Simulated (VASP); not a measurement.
Input of a VASP 6.6.1 run:

INCAR

```
PREC = Accurate
ENCUT = 520
EDIFF = 1E-6
ISMEAR = -1
SIGMA = 0.05
LREAL = F
LASPH = T
NELM = 80
ALGO = Normal
ISIF = 2
LWAVE = F
LCHARG = F
GGA = PE
NBANDS = 15
```

Contents of KPOINTS:

```
Automatic mesh
0
Gamma
  7 7 7
```

The input POSCAR:

```
KCl
1.0
    3.7873086124      0.0000000000      0.0000000000
    0.0000000000      3.7873086124      0.0000000000
    0.0000000000      0.0000000000      3.7873086124
K Cl
1 1
Direct
    0.0000000000      0.0000000000      0.0000000000
    0.5000000000      0.5000000000      0.5000000000
```

Potentials or basis: VASP PAW PBE potentials, release 64 (K_sv, Cl).

Launch:

```sh
$ cat potpaw_PBE.64/K_sv/POTCAR potpaw_PBE.64/Cl/POTCAR > POTCAR
$ mpirun -np 1 vasp_std > vasp.out
```

(1) Estimate the pressure.

(2) Estimate the band gap on the k mesh.

Results:

(1) 0.8 GPa.

(2) 4.99 eV, indirect (least direct gap 5.18 eV).
